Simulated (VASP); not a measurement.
A run of VASP 6.6.1:

File INCAR:

```
  PREC = Accurate
  ENCUT = 600
  EDIFF = 1E-6
  ISMEAR = -1
  SIGMA = 0.08
  LREAL = F
  LASPH = T
  NELM = 60
  ALGO = Normal
  ISIF = 3
  LWAVE = F
  LCHARG = F
  GGA = PE
  IBRION = 2
  NSW = 60
  EDIFFG = -0.005
  PSTRESS = 4200.0
```

File KPOINTS:

```
regular mesh
0
Gamma
  21 21 21
```

The input POSCAR:

```
Ru
1.0
   -1.2986027637      1.2986027637      1.2986027637
    1.2986027637     -1.2986027637      1.2986027637
    1.2986027637      1.2986027637     -1.2986027637
Ru
1
Direct
    0.0000000000      0.0000000000      0.0000000000
```

Potentials or basis: VASP PAW PBE potentials, release 64 (Ru_pv).

Command:

```console
$ cat potpaw_PBE.64/Ru_pv/POTCAR > POTCAR
$ mpirun -np 1 vasp_std > vasp.out
```

Hardware: 1 thread of Intel(R) Xeon(R) 6975P-C (Granite Rapids), with other jobs on the host.

**Question.** How long does it take, and how much memory?

**Answer.** Run time: 47 s on 1 thread of Intel(R) Xeon(R) 6975P-C (Granite Rapids), on a shared host, peak memory 0.15 GiB. Counts: scf iterations 24, k points 286, ion steps 3.
